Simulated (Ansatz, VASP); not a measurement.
**Two plane-wave programs on TiO2**

```
CELL_PARAMETERS angstrom
2.93899 0.00000 0.00000
0.00000 4.59125 0.00000
0.00000 0.00000 27.87587
ATOMIC_POSITIONS crystal
O 0.50000 0.80950 0.26406
O 0.00000 0.33964 0.27653
O 0.00000 0.71122 0.34788
O 0.50000 0.20930 0.36930
O 0.50000 0.79831 0.43200
O 0.00000 0.29990 0.45844
O 0.00000 0.73242 0.51615
O 0.50000 0.23443 0.54797
O 0.50000 0.77968 0.59915
O 0.00000 0.21407 0.64029
O 0.00000 0.65143 0.68862
O 0.50000 0.12549 0.73781
Ti 0.50000 0.51922 0.30339
Ti 0.00000 0.99501 0.38950
Ti 0.50000 0.52166 0.47566
Ti 0.00000 0.99815 0.56163
Ti 0.50000 0.51583 0.64530
Ti 0.00000 0.04472 0.70350
```

Alike in both runs: functional PBEsol; k mesh 9 × 6 × 1; occupations gaussian, width 0.05 eV; no spin polarisation.

Ansatz relaxed the structure, and its values are those at the end. VASP's run is a single point on that final structure, the one shown.

```csv
,VASP,Ansatz
version,VASP 6.6.1,Ansatz 0.2.0
potentials or method,"VASP PAW PBE potentials, release 64 (O, Ti_sv), cutoff 520 eV","scalar-relativistic, plane waves, PAW"
valence electrons in the cell,144,144
```

VASP gave:

| Property | Result |
| --- | --- |
| gap on the k mesh at the Fermi level (eV) | none |
| rms of the force components (eV/Å) | 0.065 |

Q: What did Ansatz give for the same quantities?

A: gap on the k mesh at the Fermi level (eV): none; rms of the force components (eV/Å): 0.006.

VASP's potentials were made for PBE, not for PBEsol. A gap of «none» marks a metal or a gap that the smearing closes. The functional is the same, so the differences come from potentials, cutoffs and numerics. Ansatz's warnings: xc potential rough in thin density.
